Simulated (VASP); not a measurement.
Here is a VASP 6.6.1 calculation.

INCAR

```
  ALGO = Normal
  EDIFF = 1E-6
  ENCUT = 520
  GGA = PE
  ISIF = 2
  ISMEAR = 0
  LASPH = True
  LCHARG = True
  LELF = True
  LREAL = False
  LVHAR = True
  LWAVE = False
  NBANDS = 15
  NELM = 60
  PREC = Accurate
  SIGMA = 0.02
```

KPOINTS

```
k-points
0
Gamma
  6 6 6
```

POSCAR

```
KBr
1.0
    0.0000000000      3.1908605250      3.1908605250
    3.1908605250      0.0000000000      3.1908605250
    3.1908605250      3.1908605250      0.0000000000
K Br
1 1
Direct
    0.0000000000      0.0000000000      0.0000000000
    0.5000000000      0.5000000000      0.5000000000
```

Potentials or basis: VASP PAW PBE potentials, release 64 (K_sv, Br).

Command:

```bash
$ cat potpaw_PBE.64/K_sv/POTCAR potpaw_PBE.64/Br/POTCAR > POTCAR
$ mpirun -np 1 vasp_std > vasp.out
```

(1) Predict the pressure.

(2) Estimate the band gap on the k mesh.

Answers

(1) 2.9 GPa.

(2) 4.72 eV, direct.

Caveat: the cell differs from its parent crystal (strained).
